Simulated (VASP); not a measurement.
# MgO (Pm-3m) in VASP: single point with PBE

Aim: the single point of MgO with PBE.

Program: VASP 6.6.1. These are calculated values, not measurements. Logs are shortened: lines on timing, memory, paths and dates and some standing lists are left out, and cuts for length are marked.

**1. The cell of the first run**

The structure is cubic, space group Pm-3m (No. 221). The conventional cell has a = 2.690 Å, b = 2.690 Å, c = 2.690 Å, α = 90.00°, β = 90.00°, γ = 90.00°. Mg (site symmetry m-3m) has 8 O at 2.33 Å and 6 Mg at 2.69 Å within 3.1 Å. Within 3.1 Å of O (site symmetry m-3m) lie 8 Mg at 2.33 Å and 6 O at 2.69 Å.

**2. Single point, PBE**

The input, INCAR:

```
SYSTEM = MgO
ALGO = Normal
EDIFF = 1E-6
ENCUT = 600
GGA = PE
GGA_COMPAT = .FALSE.
ISIF = 2
ISMEAR = 0
LASPH = .TRUE.
LCHARG = .FALSE.
LREAL = .FALSE.
LWAVE = .FALSE.
NBANDS = 11
NELM = 120
PREC = Accurate
SIGMA = 0.05
```

The input, KPOINTS:

```
k-points
0
G
  10 10 10
  0 0 0
```

The input, POSCAR:

```
MgO
1.0
   -0.8967068099      1.7934136198      1.7934136198
    1.7934136198     -0.8967068099      1.7934136198
    1.7934136198      1.7934136198     -0.8967068099
Mg O
1 1
Direct
    0.0000000000      0.0000000000      0.0000000000
    0.5000000000      0.5000000000      0.5000000000
```

Potentials or basis: VASP PAW PBE potentials, release 64 (Mg, O).

The run is started by

```sh
cat potpaw_PBE.64/Mg/POTCAR potpaw_PBE.64/O/POTCAR > POTCAR
mpirun -np 1 vasp_std > vasp.out
```

OUTCAR:

```text
SYSTEM = MgO
   EDIFF = 1E-6
   ENCUT = 600
   GGA = PE
   ISIF = 2
   ISMEAR = 0
   LASPH = .TRUE.
   LREAL = .FALSE.
   NELM = 120
   PREC = Accurate

 ion  position               nearest neighbor table
   1  0.000  0.000  0.000-   2 2.33   2 2.33   2 2.33   2 2.33   2 2.33   2 2.33   2 2.33   2 2.33

   2  0.500  0.500  0.500-   1 2.33   1 2.33   1 2.33   1 2.33   1 2.33   1 2.33   1 2.33   1 2.33

  LATTYP: Found a simple cubic cell.
 ALAT       =     2.6901204297

  Lattice vectors:

 A1 = (  -0.8967068099,   1.7934136198,   1.7934136198)
 A2 = (   1.7934136198,  -0.8967068099,   1.7934136198)
 A3 = (   1.7934136198,   1.7934136198,  -0.8967068099)

Analysis of symmetry for initial positions (statically):
=====================================================================
 Subroutine PRICEL returns:
 Original cell was already a primitive cell.

 Routine SETGRP: Setting up the symmetry group for a
 simple cubic supercell.

 Subroutine GETGRP returns: Found 48 space group operations
 (whereof 48 operations were pure point group operations)
 out of a pool of 48 trial point group operations.

The static configuration has the point symmetry O_h .

Analysis of symmetry for dynamics (positions and initial velocities):
=====================================================================
 Subroutine PRICEL returns:
 Original cell was already a primitive cell.

 Routine SETGRP: Setting up the symmetry group for a
 simple cubic supercell.

 Subroutine GETGRP returns: Found 48 space group operations
 (whereof 48 operations were pure point group operations)
 out of a pool of 48 trial point group operations.

The dynamic configuration has the point symmetry O_h .

 Subroutine INISYM returns: Found 48 space group operations
 (whereof 48 operations are pure point group operations),
 and found     1 'primitive' translations

----------------------------------------------------------------------------------------

                                     Primitive cell

  volume of cell :      19.4677

  direct lattice vectors                    reciprocal lattice vectors
    -0.896706810  1.793413620  1.793413620    -0.123910190  0.247820380  0.247820380
     1.793413620 -0.896706810  1.793413620     0.247820380 -0.123910190  0.247820380
     1.793413620  1.793413620 -0.896706810     0.247820380  0.247820380 -0.123910190

  length of vectors
     2.690120430  2.690120430  2.690120430     0.371730570  0.371730570  0.371730570

  position of ions in fractional coordinates (direct lattice)
     0.000000000  0.000000000  0.000000000
     0.500000000  0.500000000  0.500000000

  ion indices of the primitive-cell ions
   primitive index   ion index
                 1           1
                 2           2

----------------------------------------------------------------------------------------

 KPOINTS: k-points

Automatic generation of k-mesh.
 Grid dimensions read from file:
 generate k-points for:   10   10   10

 Generating k-lattice:

  Cartesian coordinates                     Fractional coordinates (reciprocal lattice)
    -0.012391019  0.024782038  0.024782038     0.100000000  0.000000000  0.000000000
     0.024782038 -0.012391019  0.024782038     0.000000000  0.100000000  0.000000000
     0.024782038  0.024782038 -0.012391019     0.000000000  0.000000000  0.100000000

  Length of vectors
     0.037173057  0.037173057  0.037173057

  Shift w.r.t. Gamma in fractional coordinates (k-lattice)
     0.000000000  0.000000000  0.000000000

 Subroutine IBZKPT returns following result:
 ===========================================

 Found     56 irreducible k-points:

 Following reciprocal coordinates:
            Coordinates               Weight
  0.000000  0.000000  0.000000      1.000000
  0.100000  0.000000  0.000000      6.000000
  0.200000  0.000000  0.000000      6.000000
  0.300000  0.000000  0.000000      6.000000
  0.400000  0.000000  0.000000      6.000000
  0.500000  0.000000  0.000000      3.000000
[... 16 lines left out ...]
  0.200000  0.100000  0.100000     24.000000
  0.300000  0.100000  0.100000     24.000000
 [... further k-points ...]
   k-points           NKPTS =     56   k-points in BZ     NKDIM =     56   number of bands    NBANDS=     11
   number of dos      NEDOS =    301   number of ions     NIONS =      2
   total plane-waves  NPLWV =  13824
   dimension x,y,z NGX =    24 NGY =   24 NGZ =   24
   dimension x,y,z NGXF=    48 NGYF=   48 NGZF=   48
   ions per type =               1   1
   NGX,Y,Z   is equivalent  to a cutoff of  14.83, 14.83, 14.83 a.u.
   NGXF,Y,Z  is equivalent  to a cutoff of  29.66, 29.66, 29.66 a.u.
 SYSTEM =  MgO
   PREC   = accura    normal or accurate (medium, high low for compatibility)
   ISTART =      0    job   : 0-new  1-cont  2-samecut
   ICHARG =      2    charge: 1-file 2-atom 10-const
   ISPIN  =      1    spin polarized calculation?
   LNONCOLLINEAR =      F non collinear calculations
   LSORBIT =      F    spin-orbit coupling
   LASPH  =      T    aspherical Exc in radial PAW
   ENCUT  =  600.0 eV  44.10 Ry    6.64 a.u.   5.37  5.37  5.37*2*pi/ulx,y,z
   NELM   =    120;   NELMIN=  2; NELMDL= -5     # of ELM steps
   EDIFF  = 0.1E-05   stopping-criterion for ELM
   LREAL  =      F    real-space projection
   EDIFFG = 0.1E-04   stopping-criterion for IOM
   NSW    =      0    number of steps for IOM
   IBRION =     -1    ionic relax: 0-MD 1-quasi-New 2-CG
   NFREE  =      0    steps in history (QN), initial steepest desc. (CG)
   ISIF   =      2    stress and relaxation
   ISYM   =      2    0-nonsym 1-usesym 2-fastsym
   POTIM  = 0.5000    time-step for ionic-motion
   TEBEG  =    0.0;   TEEND  =   0.0 temperature during run
   PSTRESS=    0.0 pullay stress
   NELECT =       8.0000    total number of electrons
   NUPDOWN=      -1.0000    fix difference up-down
   EMIN   =  10.00;   EMAX   =-10.00  energy-range for DOS
   EFERMI =   0.00;   METHOD = LEGACY
   ISMEAR =     0;   SIGMA  =   0.05  broadening in eV -4-tet -1-fermi 0-gaus
   EFERMI_NEDOS =   21; number of points for ismear=-14 and -15
   IALGO  =     38    algorithm
   IMIX   =      4    mixing-type and parameters
     AMIX     =   0.40;   BMIX     =  1.00
     AMIX_MAG =   1.60;   BMIX_MAG =  1.00
  volume/ion in A,a.u.               =       9.73        65.69
  Fermi-wavevector in a.u.,A,eV,Ry     =   1.217119  2.300022 20.155386  1.481379
  Thomas-Fermi vector in A             =   2.352450
   LORBIT       =      0    0 simple, 1 ext, 2 COOP (PROOUT), +10 PAW based schemes
   GGA     = PE    functional components
   LHFCALC =     F    Hartree Fock is set to
   AEXX    =    0.0000 exact exchange contribution
   IVDW    =     0    specifies the selected vdW correction
   LEPSILON=     F    determine dielectric tensor
   LRPA    =     F    only Hartree local field effects (RPA)
 non-spin polarized calculation
 Gauss-broadening in eV      SIGMA  =   0.05
  energy-cutoff  :      600.00
  volume of cell :       19.47
 maximum number of plane-waves:       672
 NGX is ok and might be reduce to    24
   NGX = 11   NGY = 11   NGZ = 11

 number of electron       7.9999998 magnetization

 Free energy of the ion-electron system (eV)
  ---------------------------------------------------
  ext. energy  EPLUGINS =         0.00000000
  ---------------------------------------------------
  free energy    TOTEN  =       -10.39174590 eV

  energy without entropy =      -10.39174590  energy(sigma->0) =      -10.39174590

 E-fermi :   4.6419     XC(G=0): -11.0137

 val. band max:        4.4413596705   @ k =   0.5000   0.5000   0.0000
 cond. band min:       6.4024267914   @ k =   0.0000   0.0000   0.0000
 fundamental gap:      1.9610671209
 Fermi energy:         4.6419327879

 k-point     1 :       0.0000    0.0000    0.0000
  band No.  band energies     occupation
      1     -13.6521      2.00000
      2       3.5047      2.00000
      3       3.5047      2.00000
      4       3.5047      2.00000
      5       6.4024      0.00000
      6      14.7622      0.00000
      7      14.7622      0.00000
      8      23.7180      0.00000
      9      23.7180      0.00000
     10      23.7180      0.00000
     11      31.0994      0.00000

 k-point     2 :       0.1000    0.0000    0.0000
  band No.  band energies     occupation
      1     -13.5637      2.00000
      2       2.6642      2.00000
      3       3.5431      2.00000
      4       3.5431      2.00000
      5       7.0475      0.00000
      6      14.9001      0.00000
      7      14.9609      0.00000
      8      23.5720      0.00000
      9      23.5720      0.00000
     10      23.9339      0.00000
     11      30.1830      0.00000

 k-point     3 :       0.2000    0.0000    0.0000
  band No.  band energies     occupation
      1     -13.3202      2.00000
      2       1.1432      2.00000
      3       3.6466      2.00000
      4       3.6466      2.00000
      5       8.1460      0.00000
      6      14.9812      0.00000
      7      15.5527      0.00000
      8      23.1416      0.00000
      9      23.1416      0.00000
     10      24.8573      0.00000
     11      28.2967      0.00000
[... 267 lines left out ...]
 k-point    23 :       0.2000    0.1000    0.1000
  band No.  band energies     occupation
      1     -13.1572      2.00000
      2       1.2406      2.00000
      3       2.9549      2.00000
      4       3.2279      2.00000
      5       9.0330      0.00000
      6      15.2055      0.00000
      7      15.5555      0.00000
      8      21.7320      0.00000
      9      23.7075      0.00000
     10      25.7453      0.00000
     11      26.4493      0.00000

 k-point    24 :       0.3000    0.1000    0.1000
  band No.  band energies     occupation
      1     -12.8410      2.00000
      2      -0.0911      2.00000
      3       3.1351      2.00000
      4       3.4004      2.00000
      5      10.0354      0.00000
      6      14.6278      0.00000
      7      16.0621      0.00000
      8      21.6564      0.00000
      9      22.6458      0.00000
     10      25.4565      0.00000
     11      25.8901      0.00000

 [... further k-points ...]

------------------------ aborting loop because EDIFF is reached ----------------------------------------

  FORCE on cell =-STRESS in cart. coord.  units (eV):
  Direction    XX          YY          ZZ          XY          YZ          ZX
  --------------------------------------------------------------------------------------
  -------------------------------------------------------------------------------------
  Total       -0.6399493     -0.6399493     -0.6399493     -0.0000000      0.0000000     -0.0000000
  in kB      -52.6672909    -52.6672909    -52.6672909     -0.0000000      0.0000000     -0.0000000
  external PRESSURE =     -52.6672909 kB  Pullay stress =       0.0000000 kB

 VOLUME and BASIS-vectors are now :
 -----------------------------------------------------------------------------
  energy-cutoff  :      600.00
  volume of cell :       19.47
      direct lattice vectors                 reciprocal lattice vectors
    -0.896706810  1.793413620  1.793413620    -0.123910190  0.247820380  0.247820380
     1.793413620 -0.896706810  1.793413620     0.247820380 -0.123910190  0.247820380
     1.793413620  1.793413620 -0.896706810     0.247820380  0.247820380 -0.123910190

 POSITION                                       TOTAL-FORCE (eV/Angst)
 -----------------------------------------------------------------------------------
      0.00000      0.00000      0.00000         0.000000      0.000000      0.000000
      1.34506      1.34506      1.34506        -0.000000     -0.000000     -0.000000
 -----------------------------------------------------------------------------------
    total drift:                               -0.000000     -0.000000      0.000000

  FREE ENERGIE OF THE ION-ELECTRON SYSTEM (eV)
  ---------------------------------------------------
  free  energy   TOTEN  =       -10.3917458971 eV

  energy  without entropy=      -10.3917458971  energy(sigma->0) =      -10.39174590
```

Run time: 11 s. Hardware: 1 thread of Intel Xeon 8259CL, shared host; peak memory 0.15 GiB.

Results:

| Property | Result |
| --- | --- |
| Free energy | -10.3917 eV |
| Pressure | -5.3 GPa |
| Band gap on the k mesh | 1.96 eV, indirect (least direct gap 2.90 eV) |

Levels at points of the mesh, in eV from the valence-band top:
| k point | band 1 | band 2 | band 3 | band 4 | band 5 | band 6 | band 7 | band 8 |
| --- | --- | --- | --- | --- | --- | --- | --- | --- |
| (0.00, 0.00, 0.00) | -18.09 | -0.94 | -0.94 | -0.94 | 1.96 | 10.32 | 10.32 | 19.28 |
| (0.50, 0.00, 0.00) | -17.02 | -6.12 | -0.51 | -0.51 | 6.49 | 8.76 | 14.19 | 17.09 |
| (0.50, 0.50, 0.00) | -16.24 | -4.39 | -4.39 | 0.00 | 4.71 | 11.50 | 11.50 | 12.84 |
| (0.50, 0.50, 0.50) | -15.51 | -3.33 | -3.33 | -3.33 | 7.21 | 7.21 | 7.21 | 15.16 |

 A k mesh can miss the band edges.
